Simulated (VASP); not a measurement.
# TaSi2 (R-3m) in VASP: relaxation of cell and atoms with PBE

Aim: the relaxation of cell and atoms of TaSi2 with PBE.

All numbers are computed with VASP 6.6.1; they aren't measurements. Logs are shortened: lines on timing, memory, paths and dates and some standing lists are left out, and cuts for length are marked.

## 1. The cell of the first run

Symmetry: R-3m, No. 166, trigonal system. Conventional cell: a = 3.602 Å, b = 3.602 Å, c = 13.077 Å, α = 90.00°, β = 90.00°, γ = 120.00°. Within 3.7 Å of Ta (site symmetry -3m) lie 8 Si at 2.63 to 2.75 Å and 6 Ta at 3.60 Å. Si (site symmetry 3m) has 3 Si at 2.37 Å and 4 Ta at 2.63 to 2.75 Å within 3.1 Å.

The cell was generated, and may not be a known phase.

## 2. Relaxation of cell and atoms, PBE

INCAR reads:

```
PREC = Accurate
ENCUT = 600
EDIFF = 1E-6
ISMEAR = 0
SIGMA = 0.1
LREAL = False
LASPH = True
NELM = 60
ALGO = Normal
ISIF = 3
LWAVE = False
LCHARG = False
GGA = PE
IBRION = 2
NSW = 100
EDIFFG = -0.01
```

KPOINTS reads:

```
Automatic mesh
0
Gamma
  18 18 18
```

POSCAR reads:

```
TaSi2
1.0
    1.8011973514      1.0399217757      4.3590888338
   -1.8011973514      1.0399217757      4.3590888338
    0.0000000000     -2.0798435514      4.3590888338
Ta Si
1 2
Direct
    0.5000000000      0.5000000000      0.5000000000
    0.2895555290      0.2895555290      0.2895555290
    0.7104444710      0.7104444710      0.7104444710
```

Potentials or basis: VASP PAW PBE potentials, release 64 (Ta_pv, Si).

Command:

```sh
$ cat potpaw_PBE.64/Ta_pv/POTCAR potpaw_PBE.64/Si/POTCAR > POTCAR
$ mpirun -np 1 vasp_std > vasp.out
```

OUTCAR:

```text
PREC = Accurate
   ENCUT = 600
   EDIFF = 1E-6
   ISMEAR = 0
   LREAL = False
   LASPH = True
   NELM = 60
   ISIF = 3
   GGA = PE
   IBRION = 2
   NSW = 100
   EDIFFG = -0.01

 ion  position               nearest neighbor table
   1  0.500  0.500  0.500-   2 2.63   2 2.63   3 2.63   3 2.63   2 2.63   3 2.63   3 2.75   2 2.75

   2  0.290  0.290  0.290-   3 2.37   3 2.37   3 2.37   1 2.63   1 2.63   1 2.63   1 2.75
   3  0.710  0.710  0.710-   2 2.37   2 2.37   2 2.37   1 2.63   1 2.63   1 2.63   1 2.75

  LATTYP: Found a trigonal (rhomboedric) cell.
 ALAT       =     4.8298452003
 COS(alpha) =     0.7218454478

  Lattice vectors:

 A1 = (   1.8011973514,   1.0399217757,   4.3590888338)
 A2 = (  -1.8011973514,   1.0399217757,   4.3590888338)
 A3 = (   0.0000000000,  -2.0798435514,   4.3590888338)

Analysis of symmetry for initial positions (statically):
=====================================================================
 Subroutine PRICEL returns:
 Original cell was already a primitive cell.

 Routine SETGRP: Setting up the symmetry group for a
 trigonal (rhombohedral) supercell.

 Subroutine GETGRP returns: Found 12 space group operations
 (whereof 12 operations were pure point group operations)
 out of a pool of 12 trial point group operations.

The static configuration has the point symmetry D_3d.

Analysis of symmetry for dynamics (positions and initial velocities):
=====================================================================
 Subroutine PRICEL returns:
 Original cell was already a primitive cell.

 Routine SETGRP: Setting up the symmetry group for a
 trigonal (rhombohedral) supercell.

 Subroutine GETGRP returns: Found 12 space group operations
 (whereof 12 operations were pure point group operations)
 out of a pool of 12 trial point group operations.

The dynamic configuration has the point symmetry D_3d.

 Subroutine INISYM returns: Found 12 space group operations
 (whereof 12 operations are pure point group operations),
 and found     1 'primitive' translations

----------------------------------------------------------------------------------------

                                     Primitive cell

  volume of cell :      48.9902

  direct lattice vectors                    reciprocal lattice vectors
[... 107 lines left out ...]
   IMIX   =      4    mixing-type and parameters
     AMIX     =   0.40;   BMIX     =  1.00
     AMIX_MAG =   1.60;   BMIX_MAG =  1.00
  volume/ion in A,a.u.               =      16.33       110.20
  Fermi-wavevector in a.u.,A,eV,Ry     =   1.193868  2.256084 19.392673  1.425321
  Thomas-Fermi vector in A             =   2.329872
   LORBIT       =      0    0 simple, 1 ext, 2 COOP (PROOUT), +10 PAW based schemes
   GGA     = PE    functional components
   LHFCALC =     F    Hartree Fock is set to
   AEXX    =    0.0000 exact exchange contribution
   IVDW    =     0    specifies the selected vdW correction
   LEPSILON=     F    determine dielectric tensor
   LRPA    =     F    only Hartree local field effects (RPA)
 conjugate gradient relaxation of ions
 non-spin polarized calculation
 Gauss-broadening in eV      SIGMA  =   0.10
  energy-cutoff  :      600.00
  volume of cell :       48.99
 maximum number of plane-waves:      1651
   NGX = 19   NGY = 19   NGZ = 19

--------------------------------------- Ionic step        1  -------------------------------------------

 number of electron      19.0000000 magnetization

 Free energy of the ion-electron system (eV)
  ---------------------------------------------------
  ext. energy  EPLUGINS =         0.00000000
  ---------------------------------------------------
  free energy    TOTEN  =       -23.13864254 eV

  energy without entropy =      -23.13034899  energy(sigma->0) =      -23.13449577

------------------------ aborting loop because EDIFF is reached ----------------------------------------

  FORCE on cell =-STRESS in cart. coord.  units (eV):
  Direction    XX          YY          ZZ          XY          YZ          ZX
  --------------------------------------------------------------------------------------
  -------------------------------------------------------------------------------------
  Total        0.0951792      0.0951792     -0.1011279      0.0000000      0.0000000      0.0000000
  in kB        3.1127450      3.1127450     -3.3072932      0.0000000      0.0000000      0.0000000
  external PRESSURE =       0.9727323 kB  Pullay stress =       0.0000000 kB
[... 61 lines left out ...]
--------------------------------------- Ionic step        3  -------------------------------------------

 number of electron      19.0000000 magnetization

 Free energy of the ion-electron system (eV)
  ---------------------------------------------------
  ext. energy  EPLUGINS =         0.00000000
  ---------------------------------------------------
  free energy    TOTEN  =       -23.13960499 eV

  energy without entropy =      -23.13111329  energy(sigma->0) =      -23.13535914

 E-fermi :   8.1505     XC(G=0): -11.3675

 val. band max:        8.1483734580   @ k =   0.2778   0.2222   0.1111
 cond. band min:       8.1557515257   @ k =   0.5000   0.2778   0.1111
 fundamental gap:      0.0073780677
 Fermi energy:         8.1504818364

 k-point     1 :       0.0000    0.0000    0.0000
  band No.  band energies     occupation
      1     -26.5928      2.00000
      2     -26.5486      2.00000
      3     -26.5486      2.00000
      4      -5.0238      2.00000
      5       2.7468      2.00000
      6       3.6270      2.00000
      7       5.0803      2.00000
      8       5.0803      2.00000
      9       7.8887      1.99979
     10       7.8887      1.99979
     11      10.6801      0.00000
     12      11.0416      0.00000
     13      11.0416      0.00000
[... 354 lines left out ...]
  band No.  band energies     occupation
      1     -26.6126      2.00000
      2     -26.5843      2.00000
      3     -26.5653      2.00000
      4      -4.0539      2.00000
      5       1.8896      2.00000
      6       3.6996      2.00000
      7       4.4525      2.00000
      8       4.8398      2.00000
      9       6.5521      2.00000
     10       8.2017      0.46854
     11       9.5900      0.00000
     12      10.1930      0.00000
     13      11.7644      0.00000

 [... further k-points ...]

------------------------ aborting loop because EDIFF is reached ----------------------------------------

  FORCE on cell =-STRESS in cart. coord.  units (eV):
  Direction    XX          YY          ZZ          XY          YZ          ZX
  --------------------------------------------------------------------------------------
  -------------------------------------------------------------------------------------
  Total       -0.0252949     -0.0252949     -0.0110946      0.0000000      0.0000000      0.0000000
  in kB       -0.8258664     -0.8258664     -0.3622323      0.0000000      0.0000000      0.0000000
  external PRESSURE =      -0.6713217 kB  Pullay stress =       0.0000000 kB
[... 18 lines left out ...]
  FREE ENERGIE OF THE ION-ELECTRON SYSTEM (eV)
  ---------------------------------------------------
  free  energy   TOTEN  =       -23.1396049927 eV

  energy  without entropy=      -23.1311132881  energy(sigma->0) =      -23.13535914

 reached required accuracy - stopping structural energy minimisation
```

Run time: 32 min. Hardware: 1 thread of Intel Xeon 8259CL, shared host; peak memory 0.65 GiB.

What came out:

```
Free energy                           : -23.1396 eV
Relaxed volume                        : 16.36 Å³/atom
Relaxed cell                          : a = 4.824 Å, b = 4.824 Å, c = 4.824 Å, α = 43.93°, β = 43.93°, γ = 43.93°
Space group after relaxing (to 0.1 Å) : R-3m (No. 166)
Energy gained by relaxing             : 0.3 meV/atom
Ionic steps                           : 3
Pressure after relaxing               : -0.1 GPa
Largest force after relaxing          : 0.008 eV/Å
Band gap on the k mesh                : zero (an odd number of electrons rules out a gap without spin polarisation)
```

Forces in eV/Å, atoms in the order of the input:
```
Ta   0.000  0.000  0.000
Si   0.000  0.000 -0.008
Si   0.000  0.000  0.008
```

The path:
```
step  energy change (eV)  largest force (eV/Å)  pressure (GPa)  volume (Å³)
   1              0.0000                0.1114            0.10        48.99
   2             -0.0009                0.0218           -0.06        49.06
   3             -0.0010                0.0078           -0.07        49.07
```

Final structure:
```xyz
3
Lattice="1.8044 1.0418 4.3508 -1.8044 1.0418 4.3508 0.0000 -2.0836 4.3508" Properties=species:S:1:pos:R:3 pbc="T T T"
Ta    0.0000    0.0000    6.5262
Si    0.0000    0.0000    3.7732
Si    0.0000    0.0000    9.2793
```

Caveat: spin-orbit coupling is left out, which moves the levels of the heavy elements; an odd number of electrons without spin polarisation forces a metal; a magnetic or distorted state may lie lower.
